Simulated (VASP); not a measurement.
# TaN (I4/mmm) in VASP: notebook

Runs on TaN. Level: PBE. Tasks: single point.

All numbers are computed with VASP 6.6.1; they aren't measurements. Logs are shortened: lines on timing, memory, paths and dates and some standing lists are left out, and cuts for length are marked.

## (1) The cell of the first run

It takes space group I4/mmm (No. 139, tetragonal). Conventional cell: a = 3.123 Å, b = 3.123 Å, c = 4.914 Å, α = 90.00°, β = 90.00°, γ = 90.00°. Within 2.9 Å of Ta (site symmetry 4/mmm) lie 6 N at 2.21 to 2.46 Å. N (site symmetry 4/mmm) has 6 Ta at 2.21 to 2.46 Å within 2.9 Å.

## (2) Single point, PBE (strain +0.1125 x Voigt [0, 1, 0, 0, 0, 0])

The input, INCAR:

```
SYSTEM = TaN
PREC = Accurate
ENCUT = 520
EDIFF = 1E-7
ISMEAR = 0
SIGMA = 0.15
LREAL = .FALSE.
LASPH = .TRUE.
NELM = 80
ALGO = Normal
ISIF = 2
LWAVE = .FALSE.
LCHARG = .FALSE.
GGA = PE
NBANDS = 15
```

The input, KPOINTS:

```
Automatic mesh
0
G
  24 24 24
  0 0 0
```

The input, POSCAR:

```
TaN
1.0
    0.0000000000      2.4571061912      2.2086347786
    2.2086347786      0.0000000000      2.2086347786
    2.2086347786      2.4571061912      0.0000000000
Ta N
1 1
Direct
    0.5000000000      0.5000000000      0.5000000000
    0.0000000000      0.0000000000      0.0000000000
```

Potentials or basis: VASP PAW PBE potentials, release 64 (Ta_pv, N).

Launch:

```sh
cat potpaw_PBE.64/Ta_pv/POTCAR potpaw_PBE.64/N/POTCAR > POTCAR
mpirun -np 1 vasp_std > vasp.out
```

OUTCAR:

```text
SYSTEM = TaN
   PREC = Accurate
   ENCUT = 520
   EDIFF = 1E-7
   ISMEAR = 0
   LREAL = .FALSE.
   LASPH = .TRUE.
   NELM = 80
   ISIF = 2
   GGA = PE

 ion  position               nearest neighbor table
   1  0.500  0.500  0.500-   2 2.21   2 2.21   2 2.21   2 2.21   2 2.46   2 2.46
   2  0.000  0.000  0.000-   1 2.21   1 2.21   1 2.21   1 2.21   1 2.46   1 2.46

  LATTYP: Found a body centered tetragonal cell.
 ALAT       =     3.1234812582
 C/A-ratio  =     1.5733125881

  Lattice vectors:

 A1 = (   0.0000000000,  -2.4571061912,   2.2086347786)
 A2 = (   0.0000000000,  -2.4571061912,  -2.2086347786)
 A3 = (   2.2086347786,   2.4571061912,   0.0000000000)

Analysis of symmetry for initial positions (statically):
=====================================================================
 Subroutine PRICEL returns:
 Original cell was already a primitive cell.

 Routine SETGRP: Setting up the symmetry group for a
 body centered tetragonal supercell.

 Subroutine GETGRP returns: Found 16 space group operations
 (whereof 16 operations were pure point group operations)
 out of a pool of 16 trial point group operations.

The static configuration has the point symmetry D_4h.

Analysis of symmetry for dynamics (positions and initial velocities):
=====================================================================
 Subroutine PRICEL returns:
 Original cell was already a primitive cell.

 Routine SETGRP: Setting up the symmetry group for a
 body centered tetragonal supercell.

 Subroutine GETGRP returns: Found 16 space group operations
 (whereof 16 operations were pure point group operations)
 out of a pool of 16 trial point group operations.

The dynamic configuration has the point symmetry D_4h.

 Subroutine INISYM returns: Found 16 space group operations
 (whereof 16 operations are pure point group operations),
 and found     1 'primitive' translations

----------------------------------------------------------------------------------------

                                     Primitive cell

  volume of cell :      23.9719

  direct lattice vectors                    reciprocal lattice vectors
     0.000000000  2.457106191  2.208634779    -0.226384192  0.203491409  0.226384192
     2.208634779  0.000000000  2.208634779     0.226384192 -0.203491409  0.226384192
     2.208634779  2.457106191  0.000000000     0.226384192  0.203491409 -0.226384192

  length of vectors
     3.303852058  3.123481258  3.303852058     0.379352551  0.379352551  0.379352551

  position of ions in fractional coordinates (direct lattice)
     0.500000000  0.500000000  0.500000000
     0.000000000  0.000000000  0.000000000

  ion indices of the primitive-cell ions
   primitive index   ion index
                 1           1
                 2           2

----------------------------------------------------------------------------------------

 KPOINTS: Automatic mesh

Automatic generation of k-mesh.
 Grid dimensions read from file:
 generate k-points for:   24   24   24

 Generating k-lattice:

  Cartesian coordinates                     Fractional coordinates (reciprocal lattice)
    -0.009432675  0.008478809  0.009432675     0.041666667  0.000000000 -0.000000000
     0.009432675 -0.008478809  0.009432675     0.000000000  0.041666667  0.000000000
     0.009432675  0.008478809 -0.009432675    -0.000000000  0.000000000  0.041666667

  Length of vectors
     0.015806356  0.015806356  0.015806356

  Shift w.r.t. Gamma in fractional coordinates (k-lattice)
     0.000000000  0.000000000  0.000000000

 Subroutine IBZKPT returns following result:
 ===========================================

 Found   1063 irreducible k-points:

 Following reciprocal coordinates:
            Coordinates               Weight
  0.000000  0.000000  0.000000      1.000000
  0.041667  0.000000  0.000000      8.000000
  0.083333  0.000000  0.000000      8.000000
  0.125000  0.000000  0.000000      8.000000
  0.166667  0.000000  0.000000      8.000000
  0.208333  0.000000  0.000000      8.000000
[... 16 lines left out ...]
  0.416667  0.041667  0.000000     16.000000
  0.458333  0.041667  0.000000     16.000000
 [... further k-points ...]
   k-points           NKPTS =   1063   k-points in BZ     NKDIM =   1063   number of bands    NBANDS=     15
   number of dos      NEDOS =    301   number of ions     NIONS =      2
   total plane-waves  NPLWV =  18816
   dimension x,y,z NGX =    28 NGY =   24 NGZ =   28
   dimension x,y,z NGXF=    56 NGYF=   48 NGZF=   56
   ions per type =               1   1
   NGX,Y,Z   is equivalent  to a cutoff of  14.09, 12.77, 14.09 a.u.
   NGXF,Y,Z  is equivalent  to a cutoff of  28.18, 25.55, 28.18 a.u.
 SYSTEM =  TaN
   PREC   = accura    normal or accurate (medium, high low for compatibility)
   ISTART =      0    job   : 0-new  1-cont  2-samecut
   ICHARG =      2    charge: 1-file 2-atom 10-const
   ISPIN  =      1    spin polarized calculation?
   LNONCOLLINEAR =      F non collinear calculations
   LSORBIT =      F    spin-orbit coupling
   LASPH  =      T    aspherical Exc in radial PAW
   ENCUT  =  520.0 eV  38.22 Ry    6.18 a.u.   6.14  5.81  6.14*2*pi/ulx,y,z
   NELM   =     80;   NELMIN=  2; NELMDL= -5     # of ELM steps
   EDIFF  = 0.1E-06   stopping-criterion for ELM
   LREAL  =      F    real-space projection
   EDIFFG = 0.1E-05   stopping-criterion for IOM
   NSW    =      0    number of steps for IOM
   IBRION =     -1    ionic relax: 0-MD 1-quasi-New 2-CG
   NFREE  =      0    steps in history (QN), initial steepest desc. (CG)
   ISIF   =      2    stress and relaxation
   ISYM   =      2    0-nonsym 1-usesym 2-fastsym
   POTIM  = 0.5000    time-step for ionic-motion
   TEBEG  =    0.0;   TEEND  =   0.0 temperature during run
   PSTRESS=    0.0 pullay stress
   NELECT =      16.0000    total number of electrons
   NUPDOWN=      -1.0000    fix difference up-down
   EMIN   =  10.00;   EMAX   =-10.00  energy-range for DOS
   EFERMI =   0.00;   METHOD = LEGACY
   ISMEAR =     0;   SIGMA  =   0.15  broadening in eV -4-tet -1-fermi 0-gaus
   EFERMI_NEDOS =   21; number of points for ismear=-14 and -15
   IALGO  =     38    algorithm
   IMIX   =      4    mixing-type and parameters
     AMIX     =   0.40;   BMIX     =  1.00
     AMIX_MAG =   1.60;   BMIX_MAG =  1.00
  volume/ion in A,a.u.               =      11.99        80.89
  Fermi-wavevector in a.u.,A,eV,Ry     =   1.430697  2.703625 27.849671  2.046893
  Thomas-Fermi vector in A             =   2.550514
   LORBIT       =      0    0 simple, 1 ext, 2 COOP (PROOUT), +10 PAW based schemes
   GGA     = PE    functional components
   LHFCALC =     F    Hartree Fock is set to
   AEXX    =    0.0000 exact exchange contribution
   IVDW    =     0    specifies the selected vdW correction
   LEPSILON=     F    determine dielectric tensor
   LRPA    =     F    only Hartree local field effects (RPA)
 non-spin polarized calculation
 Gauss-broadening in eV      SIGMA  =   0.15
  energy-cutoff  :      520.00
  volume of cell :       23.97
 maximum number of plane-waves:       660
 NGX is ok and might be reduce to    28
   NGX = 13   NGY = 11   NGZ = 13

 number of electron      16.0000000 magnetization

 Free energy of the ion-electron system (eV)
  ---------------------------------------------------
  ext. energy  EPLUGINS =         0.00000000
  ---------------------------------------------------
  free energy    TOTEN  =       -21.51790506 eV

  energy without entropy =      -21.50623249  energy(sigma->0) =      -21.51206877

 E-fermi :   8.1254     XC(G=0): -12.7690

 val. band max:        8.1220090433   @ k =   0.1667  -0.0417   0.1250
 cond. band min:       8.1265079414   @ k =   0.2917   0.5000   0.2083
 fundamental gap:      0.0044988980
 Fermi energy:         8.1253591385

 k-point     1 :       0.0000    0.0000    0.0000
  band No.  band energies     occupation
      1     -27.7912      2.00000
      2     -27.7191      2.00000
      3     -27.7191      2.00000
      4      -9.7264      2.00000
      5       4.5959      2.00000
      6       4.7898      2.00000
      7       4.7898      2.00000
      8       5.6895      2.00000
      9       6.5750      2.00000
     10       6.8825      2.00000
     11       6.8825      2.00000
     12       8.8690      0.00000
     13      10.0761      0.00000
     14      17.6972      0.00000
     15      20.3731      0.00000

 k-point     2 :       0.0417    0.0000    0.0000
  band No.  band energies     occupation
      1     -27.7944      2.00000
      2     -27.7276      2.00000
      3     -27.7193      2.00000
      4      -9.6920      2.00000
      5       4.3953      2.00000
      6       4.5687      2.00000
      7       4.6595      2.00000
      8       5.8365      2.00000
      9       6.7196      2.00000
     10       6.9260      2.00000
     11       6.9728      2.00000
     12       9.0331      0.00000
     13      10.2020      0.00000
     14      17.8089      0.00000
     15      20.3730      0.00000

 k-point     3 :       0.0833    0.0000    0.0000
  band No.  band energies     occupation
      1     -27.8063      2.00000
      2     -27.7500      2.00000
      3     -27.7198      2.00000
      4      -9.5904      2.00000
      5       3.8879      2.00000
      6       4.1527      2.00000
      7       4.3272      2.00000
      8       6.1159      2.00000
      9       6.8768      2.00000
     10       7.0454      2.00000
     11       7.3699      2.00000
     12       9.4758      0.00000
     13      10.5515      0.00000
     14      18.1300      0.00000
     15      20.3728      0.00000
[... 343 lines left out ...]
 k-point    23 :       0.4167    0.0417    0.0000
  band No.  band energies     occupation
      1     -28.2499      2.00000
      2     -27.8631      2.00000
      3     -27.7329      2.00000
      4      -7.5431      2.00000
      5      -0.7814      2.00000
      6       1.4995      2.00000
      7       1.6019      2.00000
      8       8.7133      0.00000
      9       9.5349      0.00000
     10       9.8611      0.00000
     11      11.4594      0.00000
     12      13.3854      0.00000
     13      15.2074      0.00000
     14      18.4188      0.00000
     15      20.2033      0.00000

 k-point    24 :       0.4583    0.0417    0.0000
  band No.  band energies     occupation
      1     -28.2799      2.00000
      2     -27.8682      2.00000
      3     -27.7344      2.00000
      4      -7.3695      2.00000
      5      -1.0486      2.00000
      6       1.4064      2.00000
      7       1.4658      2.00000
      8       9.1333      0.00000
      9       9.7666      0.00000
     10      10.1839      0.00000
     11      11.6500      0.00000
     12      13.1775      0.00000
     13      15.5713      0.00000
     14      18.4970      0.00000
     15      19.4881      0.00000

 [... further k-points ...]

------------------------ aborting loop because EDIFF is reached ----------------------------------------

  FORCE on cell =-STRESS in cart. coord.  units (eV):
  Direction    XX          YY          ZZ          XY          YZ          ZX
  --------------------------------------------------------------------------------------
  -------------------------------------------------------------------------------------
  Total       -2.3949379     -4.4054517     -2.3949379      0.0000000     -0.0000000      0.0000000
  in kB     -160.0674769   -294.4416844   -160.0674769      0.0000000     -0.0000000      0.0000000
  external PRESSURE =    -204.8588794 kB  Pullay stress =       0.0000000 kB

 VOLUME and BASIS-vectors are now :
 -----------------------------------------------------------------------------
  energy-cutoff  :      520.00
  volume of cell :       23.97
      direct lattice vectors                 reciprocal lattice vectors
     0.000000000  2.457106191  2.208634779    -0.226384192  0.203491409  0.226384192
     2.208634779  0.000000000  2.208634779     0.226384192 -0.203491409  0.226384192
     2.208634779  2.457106191  0.000000000     0.226384192  0.203491409 -0.226384192

 POSITION                                       TOTAL-FORCE (eV/Angst)
 -----------------------------------------------------------------------------------
      2.20863      2.45711      2.20863        -0.000000      0.000000      0.000000
      0.00000      0.00000      0.00000         0.000000      0.000000     -0.000000
 -----------------------------------------------------------------------------------
    total drift:                                0.000000      0.000000      0.000000

  FREE ENERGIE OF THE ION-ELECTRON SYSTEM (eV)
  ---------------------------------------------------
  free  energy   TOTEN  =       -21.5179050552 eV

  energy  without entropy=      -21.5062324937  energy(sigma->0) =      -21.51206877
```

Run time: 11 min. Hardware: 1 thread of Intel Xeon 8259CL, shared host; peak memory 0.48 GiB.

What came out:

| Property | Result |
| --- | --- |
| Free energy | -21.5179 eV |
| Pressure | -20.5 GPa |
| Band gap on the k mesh | zero (bands 8 and 9 overlap by 3.06 eV) |

Caveat: the cell differs from its parent crystal (strain +0.1125 x Voigt [0, 1, 0, 0, 0, 0]); the stress differs along the axes, from -29 to -16 GPa; spin-orbit coupling is left out, which moves the levels of the heavy elements.

(Part 1 of 2 ends here.)
